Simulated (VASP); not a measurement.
# AlN (P6_3mc) in VASP: electric field gradients with PBE

Aim: the electric field gradients of AlN with PBE.

Program: VASP 6.6.1. These are calculated values, not measurements. Logs are shortened: lines on timing, memory, paths and dates and some standing lists are left out, and cuts for length are marked.

## Step 1: The cell of the first run

It takes space group P6_3mc (No. 186, hexagonal). The conventional cell has a = 3.113 Å, b = 3.113 Å, c = 4.981 Å, α = 90.00°, β = 90.00°, γ = 120.00°. Within 2.5 Å of Al (site symmetry 3m) lie 4 N at 1.89 to 1.90 Å. N (site symmetry 3m) has 4 Al at 1.89 to 1.90 Å within 2.5 Å.

## Step 2: Electric field gradients, PBE

Contents of INCAR:

```
  ALGO = Normal
  EDIFF = 1E-8
  ENCUT = 520
  GGA = PE
  ISIF = 2
  ISMEAR = -1
  LASPH = True
  LCHARG = False
  LEFG = True
  LREAL = False
  LWAVE = False
  NBANDS = 16
  NELM = 60
  PREC = Accurate
  SIGMA = 0.02
```

Contents of KPOINTS:

```
k-points
0
Gamma
  10 10 6
```

Contents of POSCAR:

```
AlN
1.0
    3.1130000000      0.0000000000      0.0000000000
   -1.5565000000      2.6959370820      0.0000000000
    0.0000000000      0.0000000000      4.9810000000
Al N
2 2
Direct
    0.3333333333      0.6666666667     -0.0009850666
    0.6666666667      0.3333333333      0.4990149334
    0.3333333333      0.6666666667      0.3809850666
    0.6666666667      0.3333333333      0.8809850666
```

Potentials or basis: VASP PAW PBE potentials, release 64 (Al, N).

The run is started by

```console
> cat potpaw_PBE.64/Al/POTCAR potpaw_PBE.64/N/POTCAR > POTCAR
> mpirun -np 1 vasp_std > vasp.out
```

OUTCAR:

```text
EDIFF = 1E-8
   ENCUT = 520
   GGA = PE
   ISIF = 2
   ISMEAR = -1
   LASPH = True
   LREAL = False
   NELM = 60
   PREC = Accurate

 ion  position               nearest neighbor table
   1  0.333  0.667  0.999-   4 1.89   4 1.89   4 1.89   3 1.90   2 3.07   2 3.07   2 3.07   2 3.07
                             2 3.07   2 3.07
   2  0.667  0.333  0.499-   3 1.89   3 1.89   3 1.89   4 1.90   1 3.07   1 3.07   1 3.07   1 3.07
                             1 3.07   1 3.07
   3  0.333  0.667  0.381-   2 1.89   2 1.89   2 1.89   1 1.90
   4  0.667  0.333  0.881-   1 1.89   1 1.89   1 1.89   2 1.90

  LATTYP: Found a hexagonal cell.
 ALAT       =     3.1130000000
 C/A-ratio  =     1.6000642467

  Lattice vectors:

 A1 = (   3.1130000000,   0.0000000000,   0.0000000000)
 A2 = (  -1.5565000000,   2.6959370820,   0.0000000000)
 A3 = (   0.0000000000,   0.0000000000,   4.9810000000)

Analysis of symmetry for initial positions (statically):
=====================================================================
 Subroutine PRICEL returns:
 Original cell was already a primitive cell.

 Routine SETGRP: Setting up the symmetry group for a
 hexagonal supercell.

 Subroutine GETGRP returns: Found 12 space group operations
 (whereof  6 operations were pure point group operations)
 out of a pool of 24 trial point group operations.

The static configuration has the point symmetry C_3v.
 The point group associated with its full space group is C_6v.

Analysis of symmetry for dynamics (positions and initial velocities):
=====================================================================
 Subroutine PRICEL returns:
 Original cell was already a primitive cell.

 Routine SETGRP: Setting up the symmetry group for a
 hexagonal supercell.

 Subroutine GETGRP returns: Found 12 space group operations
 (whereof  6 operations were pure point group operations)
 out of a pool of 24 trial point group operations.

The dynamic configuration has the point symmetry C_3v.
 The point group associated with its full space group is C_6v.

 Subroutine INISYM returns: Found 12 space group operations
 (whereof  6 operations are pure point group operations),
 and found     1 'primitive' translations

----------------------------------------------------------------------------------------

                                     Primitive cell

  volume of cell :      41.8028

  direct lattice vectors                    reciprocal lattice vectors
     3.113000000  0.000000000  0.000000000     0.321233537  0.185464269  0.000000000
    -1.556500000  2.695937082  0.000000000     0.000000000  0.370928538  0.000000000
     0.000000000  0.000000000  4.981000000     0.000000000  0.000000000  0.200762899

  length of vectors
     3.113000000  3.113000000  4.981000000     0.370928538  0.370928538  0.200762899

  position of ions in fractional coordinates (direct lattice)
     0.333333333  0.666666667  0.999014933
     0.666666667  0.333333333  0.499014933
     0.333333333  0.666666667  0.380985067
     0.666666667  0.333333333  0.880985067

  ion indices of the primitive-cell ions
   primitive index   ion index
                 1           1
                 2           2
                 3           3
                 4           4

----------------------------------------------------------------------------------------

 KPOINTS: k-points

Automatic generation of k-mesh.
 Grid dimensions read from file:
 generate k-points for:   10   10    6

 Generating k-lattice:

  Cartesian coordinates                     Fractional coordinates (reciprocal lattice)
     0.032123354  0.018546427  0.000000000     0.100000000  0.000000000  0.000000000
     0.000000000  0.037092854  0.000000000     0.000000000  0.100000000  0.000000000
     0.000000000  0.000000000  0.033460483     0.000000000  0.000000000  0.166666667

  Length of vectors
     0.037092854  0.037092854  0.033460483

  Shift w.r.t. Gamma in fractional coordinates (k-lattice)
     0.000000000  0.000000000  0.000000000
[... 43 lines left out ...]
   ISTART =      0    job   : 0-new  1-cont  2-samecut
   ICHARG =      2    charge: 1-file 2-atom 10-const
   ISPIN  =      1    spin polarized calculation?
   LNONCOLLINEAR =      F non collinear calculations
   LSORBIT =      F    spin-orbit coupling
   LASPH  =      T    aspherical Exc in radial PAW
   ENCUT  =  520.0 eV  38.22 Ry    6.18 a.u.   5.79  5.79  9.26*2*pi/ulx,y,z
   NELM   =     60;   NELMIN=  2; NELMDL= -5     # of ELM steps
   EDIFF  = 0.1E-07   stopping-criterion for ELM
   LREAL  =      F    real-space projection
   EDIFFG = 0.1E-06   stopping-criterion for IOM
   NSW    =      0    number of steps for IOM
   IBRION =     -1    ionic relax: 0-MD 1-quasi-New 2-CG
   NFREE  =      0    steps in history (QN), initial steepest desc. (CG)
   ISIF   =      2    stress and relaxation
   ISYM   =      2    0-nonsym 1-usesym 2-fastsym
   POTIM  = 0.5000    time-step for ionic-motion
   TEBEG  =    0.0;   TEEND  =   0.0 temperature during run
   PSTRESS=    0.0 pullay stress
   NELECT =      16.0000    total number of electrons
   NUPDOWN=      -1.0000    fix difference up-down
   EMIN   =  10.00;   EMAX   =-10.00  energy-range for DOS
   EFERMI =   0.00;   METHOD = LEGACY
   ISMEAR =    -1;   SIGMA  =   0.02  broadening in eV -4-tet -1-fermi 0-gaus
   EFERMI_NEDOS =   21; number of points for ismear=-14 and -15
   IALGO  =     38    algorithm
   IMIX   =      4    mixing-type and parameters
     AMIX     =   0.40;   BMIX     =  1.00
     AMIX_MAG =   1.60;   BMIX_MAG =  1.00
  volume/ion in A,a.u.               =      10.45        70.52
  Fermi-wavevector in a.u.,A,eV,Ry     =   1.188629  2.246183 19.222843  1.412839
  Thomas-Fermi vector in A             =   2.324754
   LORBIT       =      0    0 simple, 1 ext, 2 COOP (PROOUT), +10 PAW based schemes
   GGA     = PE    functional components
   LHFCALC =     F    Hartree Fock is set to
   AEXX    =    0.0000 exact exchange contribution
   IVDW    =     0    specifies the selected vdW correction
   LEPSILON=     F    determine dielectric tensor
   LRPA    =     F    only Hartree local field effects (RPA)
 non-spin polarized calculation
  energy-cutoff  :      520.00
  volume of cell :       41.80
 maximum number of plane-waves:      1142
 NGX is ok and might be reduce to    24
   NGX = 11   NGY = 11   NGZ = 19

 number of electron      15.9999997 magnetization

 Free energy of the ion-electron system (eV)
  ---------------------------------------------------
  ext. energy  EPLUGINS =         0.00000000
  ---------------------------------------------------
  free energy    TOTEN  =       -29.77254437 eV

  energy without entropy =      -29.77254437  energy(sigma->0) =      -29.77254437

 E-fermi :   6.6025     XC(G=0): -10.9069

 val. band max:        6.1533440761   @ k =   0.0000   0.0000   0.0000
 cond. band min:      10.3472091613   @ k =   0.0000   0.0000   0.0000
 fundamental gap:      4.1938650852
 Fermi energy:         6.6025410685

 k-point     1 :       0.0000    0.0000    0.0000
  band No.  band energies     occupation
      1      -9.0374      2.00000
      2      -6.8904      2.00000
      3       0.1598      2.00000
      4       5.2764      2.00000
      5       5.2764      2.00000
      6       5.9286      2.00000
[... 433 lines left out ...]
      3       0.7388      2.00000
      4       1.7491      2.00000
      5       3.0829      2.00000
      6       3.8522      2.00000
[... 8 lines left out ...]
     15      18.7508      0.00000
     16      21.0488      0.00000

 [... further k-points ...]

------------------------ aborting loop because EDIFF is reached ----------------------------------------

  FORCE on cell =-STRESS in cart. coord.  units (eV):
  Direction    XX          YY          ZZ          XY          YZ          ZX
  --------------------------------------------------------------------------------------
  -------------------------------------------------------------------------------------
  Total        0.8653119      0.8653119      0.9385609      0.0000000      0.0000000      0.0000000
  in kB       33.1648361     33.1648361     35.9722521      0.0000000      0.0000000      0.0000000
  external PRESSURE =      34.1006414 kB  Pullay stress =       0.0000000 kB

 VOLUME and BASIS-vectors are now :
 -----------------------------------------------------------------------------
  energy-cutoff  :      520.00
  volume of cell :       41.80
      direct lattice vectors                 reciprocal lattice vectors
     3.113000000  0.000000000  0.000000000     0.321233537  0.185464269  0.000000000
    -1.556500000  2.695937082  0.000000000     0.000000000  0.370928538  0.000000000
     0.000000000  0.000000000  4.981000000     0.000000000  0.000000000  0.200762899

 POSITION                                       TOTAL-FORCE (eV/Angst)
 -----------------------------------------------------------------------------------
     -0.00000      1.79729      4.97609        -0.000000      0.000000     -0.001535
      1.55650      0.89865      2.48559         0.000000     -0.000000     -0.001535
     -0.00000      1.79729      1.89769         0.000000      0.000000      0.001535
      1.55650      0.89865      4.38819        -0.000000     -0.000000      0.001535
 -----------------------------------------------------------------------------------
    total drift:                               -0.000000      0.000000      0.000443

  FREE ENERGIE OF THE ION-ELECTRON SYSTEM (eV)
  ---------------------------------------------------
  free  energy   TOTEN  =       -29.7725443677 eV

  energy  without entropy=      -29.7725443677  energy(sigma->0) =      -29.77254437

 Electric field gradients (V/A^2)
---------------------------------------------------------------------
 ion       V_xx      V_yy      V_zz      V_xy      V_xz      V_yz
---------------------------------------------------------------------
   1      -2.487    -2.487     4.974     0.000     0.000    -0.000
   2      -2.487    -2.487     4.974     0.000    -0.000     0.000
   3       0.015     0.014    -0.029    -0.000    -0.000     0.000
   4       0.015     0.014    -0.029    -0.000     0.000    -0.000
---------------------------------------------------------------------

 Electric field gradients after diagonalization (V/A^2)
 (convention: |V_zz| > |V_xx| > |V_yy|)
----------------------------------------------------------------------
 ion       V_xx      V_yy      V_zz     asymmetry (V_yy - V_xx)/ V_zz
----------------------------------------------------------------------
   1      -2.487    -2.487     4.974       0.000
   2      -2.487    -2.487     4.974       0.000
   3       0.015     0.014    -0.029       0.013
   4       0.015     0.014    -0.029       0.013
----------------------------------------------------------------------

           NMR quadrupolar parameters

 Cq : quadrupolar parameter    Cq=e*Q*V_zz/h
 eta: asymmetry parameters     (V_yy - V_xx)/ V_zz
 Q  : nuclear electric quadrupole moment in mb (millibarn)
----------------------------------------------------------------------
 ion       Cq(MHz)       eta       Q (mb)
----------------------------------------------------------------------
   1       0.012       0.000       1.000
   2       0.012       0.000       1.000
   3      -0.000       0.013       1.000
   4      -0.000       0.013       1.000
----------------------------------------------------------------------
```

Wall time 63 s (1 thread of AMD EPYC 7R13, shared host); peak memory 0.14 GiB.

Results:

- Free energy: -29.7725 eV
- Pressure: 3.4 GPa
- Band gap on the k mesh: 4.19 eV
- Largest electric field gradient by atom: Al +5.0; N -0.0 V/Å²

Stress tensor (GPa, compression positive):
```
3.32 0.00 0.00
0.00 3.32 0.00
0.00 0.00 3.60
```

Levels at points of the mesh, in eV from the valence-band top:
```csv
k point,band 5,band 6,band 7,band 8,band 9,band 10,band 11,band 12
"(0.00, 0.00, 0.00)",-0.88,-0.22,-0.22,0.00,4.19,6.64,10.61,11.13
"(0.50, 0.00, 0.00)",-3.35,-2.10,-1.78,-0.70,5.80,5.80,8.17,10.27
"(0.00, 0.00, 0.50)",-0.56,-0.56,-0.56,-0.56,6.45,6.45,10.31,10.31
"(0.50, 0.00, 0.50)",-1.48,-1.48,-1.37,-1.37,5.30,5.30,9.24,9.24
```

Electric field gradients, principal values (V/Å²):
| atom | least | middle | greatest (by size) |
| --- | --- | --- | --- |
| 1 Al | -2.487 | -2.487 | 4.974 |
| 2 Al | -2.487 | -2.487 | 4.974 |
| 3 N | 0.014 | 0.015 | -0.029 |
| 4 N | 0.014 | 0.015 | -0.029 |

Caveat: the cell stands under pressure; without QUAD_EFG the Cq values of the log hold for a quadrupole moment of 1 mb, not for the nuclei. A k mesh can miss the band edges.
